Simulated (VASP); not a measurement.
# SrMg (P4/mmm) in VASP: further runs

Runs on SrMg. Level: LDA. Tasks: single point.

Program: VASP 6.6.1. These are calculated values, not measurements. Logs are shortened: lines on timing, memory, paths and dates and some standing lists are left out, and cuts for length are marked.

**1. The cell of the first run**

The structure is tetragonal, space group P4/mmm (No. 123). Conventional cell: a = 3.900 Å, b = 3.900 Å, c = 3.939 Å, α = 90.00°, β = 90.00°, γ = 90.00°. Sr (site symmetry 4/mmm) has 8 Mg at 3.39 Å and 6 Sr at 3.90 to 3.94 Å within 4.5 Å. Mg (site symmetry 4/mmm) has 8 Sr at 3.39 Å and 6 Mg at 3.90 to 3.94 Å within 4.5 Å.

**2. Single point, LDA (zz strain of +1 %)**

INCAR

```
PREC     = Accurate       # precision mode
ENCUT    = 520            # plane-wave cutoff, eV
EDIFF    = 1E-6           # SCF threshold, eV
ISMEAR   = -1             # smearing method
SIGMA    = 0.05           # smearing width, eV
LREAL    = False          # projectors in reciprocal space
LASPH    = True           # aspherical terms in the spheres
NELM     = 60             # most SCF steps
ALGO     = Normal         # electronic algorithm
ISIF     = 2              # what is computed and relaxed
LWAVE    = False          # write WAVECAR
LCHARG   = True           # write CHGCAR
GGA      = CA             # functional
LELF     = True           # ELF
LVHAR    = True         
NBANDS   = 13             # bands
```

KPOINTS

```
Automatic mesh
0
Gamma
  9 9 9
```

POSCAR

```
SrMg
1.0
    3.9000000000      0.0000000000      0.0000000000
    0.0000000000      3.9000000000      0.0000000000
    0.0000000000      0.0000000000      3.9390000000
Sr Mg
1 1
Direct
    0.5000000000      0.5000000000      0.5000000000
    0.0000000000      0.0000000000      0.0000000000
```

Potentials or basis: VASP PAW LDA potentials, release 64 (Sr_sv, Mg).

Launch:

```console
$ cat potpaw_LDA.64/Sr_sv/POTCAR potpaw_LDA.64/Mg/POTCAR > POTCAR
$ mpirun -np 1 vasp_std > vasp.out
```

OUTCAR:

```text
PREC = Accurate
   ENCUT = 520
   EDIFF = 1E-6
   ISMEAR = -1
   LREAL = False
   LASPH = True
   NELM = 60
   ISIF = 2
   GGA = CA

 ion  position               nearest neighbor table
   1  0.500  0.500  0.500-   2 3.39   2 3.39   2 3.39   2 3.39   2 3.39   2 3.39   2 3.39   2 3.39

   2  0.000  0.000  0.000-   1 3.39   1 3.39   1 3.39   1 3.39   1 3.39   1 3.39   1 3.39   1 3.39

  LATTYP: Found a simple tetragonal cell.
 ALAT       =     3.9000000000
 C/A-ratio  =     1.0100000000

  Lattice vectors:

 A1 = (   3.9000000000,   0.0000000000,   0.0000000000)
 A2 = (   0.0000000000,   3.9000000000,   0.0000000000)
 A3 = (   0.0000000000,   0.0000000000,   3.9390000000)

Analysis of symmetry for initial positions (statically):
=====================================================================
 Subroutine PRICEL returns:
 Original cell was already a primitive cell.

 Routine SETGRP: Setting up the symmetry group for a
 simple tetragonal supercell.

 Subroutine GETGRP returns: Found 16 space group operations
 (whereof 16 operations were pure point group operations)
 out of a pool of 16 trial point group operations.

The static configuration has the point symmetry D_4h.

Analysis of symmetry for dynamics (positions and initial velocities):
=====================================================================
 Subroutine PRICEL returns:
 Original cell was already a primitive cell.

 Routine SETGRP: Setting up the symmetry group for a
 simple tetragonal supercell.

 Subroutine GETGRP returns: Found 16 space group operations
 (whereof 16 operations were pure point group operations)
 out of a pool of 16 trial point group operations.

The dynamic configuration has the point symmetry D_4h.

 Subroutine INISYM returns: Found 16 space group operations
 (whereof 16 operations are pure point group operations),
 and found     1 'primitive' translations

----------------------------------------------------------------------------------------

                                     Primitive cell

  volume of cell :      59.9122

  direct lattice vectors                    reciprocal lattice vectors
     3.900000000  0.000000000  0.000000000     0.256410256  0.000000000  0.000000000
     0.000000000  3.900000000  0.000000000     0.000000000  0.256410256  0.000000000
     0.000000000  0.000000000  3.939000000     0.000000000  0.000000000  0.253871541

  length of vectors
     3.900000000  3.900000000  3.939000000     0.256410256  0.256410256  0.253871541

  position of ions in fractional coordinates (direct lattice)
     0.500000000  0.500000000  0.500000000
     0.000000000  0.000000000  0.000000000

  ion indices of the primitive-cell ions
   primitive index   ion index
                 1           1
                 2           2

----------------------------------------------------------------------------------------

 KPOINTS: Automatic mesh

Automatic generation of k-mesh.
 Grid dimensions read from file:
 generate k-points for:    9    9    9

 Generating k-lattice:

  Cartesian coordinates                     Fractional coordinates (reciprocal lattice)
     0.028490028  0.000000000  0.000000000     0.111111111  0.000000000  0.000000000
     0.000000000  0.028490028  0.000000000     0.000000000  0.111111111  0.000000000
     0.000000000  0.000000000  0.028207949     0.000000000  0.000000000  0.111111111

  Length of vectors
     0.028490028  0.028490028  0.028207949

  Shift w.r.t. Gamma in fractional coordinates (k-lattice)
     0.000000000  0.000000000  0.000000000

 Subroutine IBZKPT returns following result:
 ===========================================

 Found     75 irreducible k-points:

 Following reciprocal coordinates:
            Coordinates               Weight
  0.000000  0.000000  0.000000      1.000000
  0.111111  0.000000  0.000000      4.000000
  0.222222  0.000000  0.000000      4.000000
  0.333333  0.000000  0.000000      4.000000
  0.444444  0.000000  0.000000      4.000000
  0.111111  0.111111  0.000000      4.000000
[... 16 lines left out ...]
  0.333333  0.111111  0.111111     16.000000
  0.444444  0.111111  0.111111     16.000000
 [... further k-points ...]
   k-points           NKPTS =     75   k-points in BZ     NKDIM =     75   number of bands    NBANDS=     13
   number of dos      NEDOS =    301   number of ions     NIONS =      2
   total plane-waves  NPLWV =  27000
   dimension x,y,z NGX =    30 NGY =   30 NGZ =   30
   dimension x,y,z NGXF=    60 NGYF=   60 NGZF=   60
   ions per type =               1   1
   NGX,Y,Z   is equivalent  to a cutoff of  12.79, 12.79, 12.66 a.u.
   NGXF,Y,Z  is equivalent  to a cutoff of  25.58, 25.58, 25.32 a.u.
 SYSTEM =  unknown system
   PREC   = accura    normal or accurate (medium, high low for compatibility)
   ISTART =      0    job   : 0-new  1-cont  2-samecut
   ICHARG =      2    charge: 1-file 2-atom 10-const
   ISPIN  =      1    spin polarized calculation?
   LNONCOLLINEAR =      F non collinear calculations
   LSORBIT =      F    spin-orbit coupling
   LASPH  =      T    aspherical Exc in radial PAW
   ENCUT  =  520.0 eV  38.22 Ry    6.18 a.u.   7.25  7.25  7.32*2*pi/ulx,y,z
   NELM   =     60;   NELMIN=  2; NELMDL= -5     # of ELM steps
   EDIFF  = 0.1E-05   stopping-criterion for ELM
   LREAL  =      F    real-space projection
[... 7 lines left out ...]
   TEBEG  =    0.0;   TEEND  =   0.0 temperature during run
   PSTRESS=    0.0 pullay stress
   NELECT =      12.0000    total number of electrons
   NUPDOWN=      -1.0000    fix difference up-down
   EMIN   =  10.00;   EMAX   =-10.00  energy-range for DOS
   EFERMI =   0.00;   METHOD = LEGACY
   ISMEAR =    -1;   SIGMA  =   0.05  broadening in eV -4-tet -1-fermi 0-gaus
   EFERMI_NEDOS =   21; number of points for ismear=-14 and -15
   IALGO  =     38    algorithm
   IMIX   =      4    mixing-type and parameters
     AMIX     =   0.40;   BMIX     =  1.00
     AMIX_MAG =   1.60;   BMIX_MAG =  1.00
  volume/ion in A,a.u.               =      29.96       202.15
  Fermi-wavevector in a.u.,A,eV,Ry     =   0.957849  1.810071 12.482990  0.917474
  Thomas-Fermi vector in A             =   2.086903
   LORBIT       =      0    0 simple, 1 ext, 2 COOP (PROOUT), +10 PAW based schemes
   GGA     = CA    functional components
   LHFCALC =     F    Hartree Fock is set to
   AEXX    =    0.0000 exact exchange contribution
   IVDW    =     0    specifies the selected vdW correction
   LEPSILON=     F    determine dielectric tensor
   LRPA    =     F    only Hartree local field effects (RPA)
 non-spin polarized calculation
  energy-cutoff  :      520.00
  volume of cell :       59.91
 maximum number of plane-waves:      1630
 NGX is ok and might be reduce to    30
   NGX = 15   NGY = 15   NGZ = 15

 number of electron      12.0000000 magnetization

 Free energy of the ion-electron system (eV)
  ---------------------------------------------------
  ext. energy  EPLUGINS =         0.00000000
  ---------------------------------------------------
  free energy    TOTEN  =        -3.86016668 eV

  energy without entropy =       -3.84824824  energy(sigma->0) =       -3.85420746

 E-fermi :   2.5729     XC(G=0):  -8.8205

 val. band max:        2.5393475200   @ k =   0.0000   0.0000   0.2222
 cond. band min:       2.5830114969   @ k =   0.4444   0.2222   0.3333
 fundamental gap:      0.0436639769
 Fermi energy:         2.5728645055

 k-point     1 :       0.0000    0.0000    0.0000
  band No.  band energies     occupation
      1     -32.8541      2.00000
      2     -14.9109      2.00000
      3     -14.9021      2.00000
      4     -14.9021      2.00000
      5      -2.6706      2.00000
      6       3.1707      0.00001
      7       3.1967      0.00001
      8       6.8628      0.00000
      9       7.0350      0.00000
     10       7.0350      0.00000
     11       7.5744      0.00000
     12       7.5744      0.00000
     13       7.6472      0.00000

 k-point     2 :       0.1111    0.0000    0.0000
  band No.  band energies     occupation
      1     -32.8520      2.00000
      2     -14.9392      2.00000
      3     -14.9076      2.00000
      4     -14.8989      2.00000
      5      -2.5145      2.00000
      6       3.0956      0.00006
      7       3.2646      0.00000
      8       6.3181      0.00000
      9       6.4593      0.00000
     10       6.7673      0.00000
     11       7.6199      0.00000
     12       8.1420      0.00000
     13       8.2463      0.00000

 k-point     3 :       0.2222    0.0000    0.0000
  band No.  band energies     occupation
      1     -32.8468      2.00000
      2     -15.0312      2.00000
      3     -14.8991      2.00000
      4     -14.8906      2.00000
      5      -2.0649      2.00000
      6       2.6063      0.67733
      7       3.5100      0.00000
      8       5.6347      0.00000
      9       5.7681      0.00000
     10       6.7429      0.00000
     11       7.7410      0.00000
     12       8.9253      0.00000
     13       9.0401      0.00000
[... 305 lines left out ...]
 k-point    23 :       0.3333    0.1111    0.1111
  band No.  band energies     occupation
      1     -32.8369      2.00000
      2     -15.1234      2.00000
      3     -14.9188      2.00000
      4     -14.9123      2.00000
      5      -1.1221      2.00000
      6       1.8363      2.00000
      7       3.6938      0.00000
      8       4.8948      0.00000
      9       5.0128      0.00000
     10       6.8152      0.00000
     11       7.9828      0.00000
     12       9.6068      0.00000
     13       9.6793      0.00000

 k-point    24 :       0.4444    0.1111    0.1111
  band No.  band energies     occupation
      1     -32.8330      2.00000
      2     -15.1873      2.00000
      3     -14.9120      2.00000
      4     -14.9057      2.00000
      5      -0.2951      2.00000
      6       0.7985      2.00000
      7       4.0241      0.00000
      8       4.4608      0.00000
      9       5.0332      0.00000
     10       6.9256      0.00000
     11       8.8391      0.00000
     12       9.0631      0.00000
     13      10.0318      0.00000

 [... further k-points ...]

------------------------ aborting loop because EDIFF is reached ----------------------------------------

  FORCE on cell =-STRESS in cart. coord.  units (eV):
  Direction    XX          YY          ZZ          XY          YZ          ZX
  --------------------------------------------------------------------------------------
  -------------------------------------------------------------------------------------
  Total        1.1177559      1.1177559      1.0603247      0.0000000      0.0000000      0.0000000
  in kB       29.8911327     29.8911327     28.3553006      0.0000000      0.0000000      0.0000000
  external PRESSURE =      29.3791887 kB  Pullay stress =       0.0000000 kB

 VOLUME and BASIS-vectors are now :
 -----------------------------------------------------------------------------
  energy-cutoff  :      520.00
  volume of cell :       59.91
      direct lattice vectors                 reciprocal lattice vectors
     3.900000000  0.000000000  0.000000000     0.256410256  0.000000000  0.000000000
     0.000000000  3.900000000  0.000000000     0.000000000  0.256410256  0.000000000
     0.000000000  0.000000000  3.939000000     0.000000000  0.000000000  0.253871541

 POSITION                                       TOTAL-FORCE (eV/Angst)
 -----------------------------------------------------------------------------------
      1.95000      1.95000      1.96950         0.000000      0.000000      0.000000
      0.00000      0.00000      0.00000         0.000000      0.000000      0.000000
 -----------------------------------------------------------------------------------
    total drift:                                0.000000      0.000000      0.000000

  FREE ENERGIE OF THE ION-ELECTRON SYSTEM (eV)
  ---------------------------------------------------
  free  energy   TOTEN  =        -3.8601666833 eV

  energy  without entropy=       -3.8482482419  energy(sigma->0) =       -3.85420746
```

Wall time 28 s (1 thread of Intel Xeon 6975P-C (Granite Rapids), shared host); peak memory 0.19 GiB.

What came out:

```yaml
Free_energy: -3.8602 eV
Pressure: 2.9 GPa
Band_gap_on_the_k_mesh: zero (bands 6 and 7 overlap by 1.34 eV)
```

Levels at points of the mesh, in eV from the Fermi level:
| k point | band 3 | band 4 | band 5 | band 6 | band 7 | band 8 | band 9 | band 10 |
| --- | --- | --- | --- | --- | --- | --- | --- | --- |
| (0.00, 0.00, 0.00) | -17.47 | -17.47 | -5.24 | 0.60 | 0.62 | 4.29 | 4.46 | 4.46 |

Caveat: the cell differs from its parent crystal (zz strain of +1 %).

**3. Single point, LDA (zz strain of +2 %)**

INCAR

```
SYSTEM = SrMg
ALGO = Normal
EDIFF = 1E-6
ENCUT = 520
GGA = CA
ISIF = 2
ISMEAR = -1
LASPH = .True.
LCHARG = .True.
LELF = .True.
LREAL = .False.
LVHAR = .True.
LWAVE = .False.
NBANDS = 13
NELM = 60
PREC = Accurate
SIGMA = 0.05
```

KPOINTS

```
k-points
0
Gamma
  9 9 9
  0 0 0
```

POSCAR, as its differences from that of step 2:

```diff
@@ -4,3 +4,3 @@
     0.0000000000      3.9000000000      0.0000000000
-    0.0000000000      0.0000000000      3.9390000000
+    0.0000000000      0.0000000000      3.9780000000
 Sr Mg
```

Potentials or basis: VASP PAW LDA potentials, release 64 (Sr_sv, Mg).

Launch:

```console
$ cat potpaw_LDA.64/Sr_sv/POTCAR potpaw_LDA.64/Mg/POTCAR > POTCAR
$ mpirun -np 1 vasp_std > vasp.out
```

OUTCAR:

```text
SYSTEM = SrMg
   EDIFF = 1E-6
   ENCUT = 520
   GGA = CA
   ISIF = 2
   ISMEAR = -1
   LASPH = .True.
   LREAL = .False.
   NELM = 60
   PREC = Accurate

 ion  position               nearest neighbor table
   1  0.500  0.500  0.500-   2 3.40   2 3.40   2 3.40   2 3.40   2 3.40   2 3.40   2 3.40   2 3.40

   2  0.000  0.000  0.000-   1 3.40   1 3.40   1 3.40   1 3.40   1 3.40   1 3.40   1 3.40   1 3.40

  LATTYP: Found a simple tetragonal cell.
 ALAT       =     3.9000000000
 C/A-ratio  =     1.0200000000

[... 574 lines left out ...]

  FORCE on cell =-STRESS in cart. coord.  units (eV):
  Direction    XX          YY          ZZ          XY          YZ          ZX
  --------------------------------------------------------------------------------------
  -------------------------------------------------------------------------------------
  Total        1.0206773      1.0206773      0.9148013      0.0000000      0.0000000     -0.0000000
  in kB       27.0274492     27.0274492     24.2238603      0.0000000      0.0000000     -0.0000000
  external PRESSURE =      26.0929196 kB  Pullay stress =       0.0000000 kB

 VOLUME and BASIS-vectors are now :
 -----------------------------------------------------------------------------
  energy-cutoff  :      520.00
  volume of cell :       60.51
      direct lattice vectors                 reciprocal lattice vectors
     3.900000000  0.000000000  0.000000000     0.256410256  0.000000000  0.000000000
     0.000000000  3.900000000  0.000000000     0.000000000  0.256410256  0.000000000
     0.000000000  0.000000000  3.978000000     0.000000000  0.000000000  0.251382604

 POSITION                                       TOTAL-FORCE (eV/Angst)
 -----------------------------------------------------------------------------------
      1.95000      1.95000      1.98900         0.000000      0.000000      0.000000
      0.00000      0.00000      0.00000         0.000000      0.000000      0.000000
 -----------------------------------------------------------------------------------
    total drift:                                0.000000      0.000000      0.000000

  FREE ENERGIE OF THE ION-ELECTRON SYSTEM (eV)
  ---------------------------------------------------
  free  energy   TOTEN  =        -3.8699328612 eV

  energy  without entropy=       -3.8579109289  energy(sigma->0) =       -3.86392190
```

stdout:

```text
POSCAR found type information on POSCAR SrMg
 POSCAR found :  2 types and       2 ions
 scaLAPACK will be used
 LDA part: xc-table for (Slater(with rela. corr.)+CA(PZ))
 , standard interpolation
 POSCAR, INCAR and KPOINTS ok, starting setup
 FFT: planning ... GRIDC
 FFT: planning ... GRID_SOFT
 FFT: planning ... GRID
 WAVECAR not read
 entering main loop
```

Wall time 26 s (1 thread of Intel Xeon 6975P-C (Granite Rapids), shared host); peak memory 0.19 GiB.

Results:

| Item | Value |
| --- | --- |
| Free energy | -3.8699 eV |
| Pressure | 2.6 GPa |
| Band gap on the k mesh | zero (bands 6 and 7 overlap by 1.32 eV) |

Stress tensor (GPa, compression positive):
```
2.70 0.00 0.00
0.00 2.70 0.00
0.00 0.00 2.42
```

Levels at points of the mesh, in eV from the Fermi level:
```tsv
k point	band 3	band 4	band 5	band 6	band 7	band 8	band 9	band 10
(0.00, 0.00, 0.00)	-17.49	-17.49	-5.22	0.60	0.65	4.14	4.48	4.48
```

Caveat: the cell differs from its parent crystal (zz strain of +2 %).
